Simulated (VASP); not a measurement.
Runs of VASP 6.6.1 on TePd2S. The structure is that of space group P-6m2 (No. 187), or close to it. The cells are those of the table. 

| task | cell | k mesh | cutoff (eV) | gap on the mesh (eV) | pressure (GPa) | relaxed volume (Å³/atom) |
| --- | --- | --- | --- | --- | --- | --- |
| relaxation of cell and atoms | relaxed from a = 3.901, b = 3.901, c = 5.620 Å, angles 90.0, 90.0, 120.0°, 4 atoms | 12 × 12 × 8 | 600 | none | 0.0 | 18.51 |
| single point | a = 3.896, b = 3.896, c = 5.635 Å, angles 90.0, 90.0, 120.0°, 4 atoms | 12 × 12 × 8 | 520 | none | 0.0 | - |
| relaxation of cell and atoms | relaxed from a = 3.942, b = 3.942, c = 5.384 Å, angles 90.0, 90.0, 120.0°, 4 atoms | 6 × 6 × 4 | 600 | none | 0.1 | (a) |
| single point | a = 3.901, b = 3.901, c = 5.620 Å, angles 90.0, 90.0, 120.0°, 4 atoms | 6 × 6 × 4 | 520 | none | 0.0 | - |

Alike in all rows: level PBEsol; potentials or basis VASP PAW PBE potentials, release 64 (Te, Pd, S); no spin polarisation; smearing gaussian 0.1 eV.

Problem. Estimate the missing entries.

Solution. (a) 18.50.

Caveats: the PAW data sets were made with another functional, which shifts forces and pressure a little; spin-orbit coupling is left out, which moves the levels of the heavy elements.

A k mesh can miss the band edges, and the runs leave out spin-orbit coupling on Pd, Te.

A gap of «none» marks levels without a gap at the run's occupations.
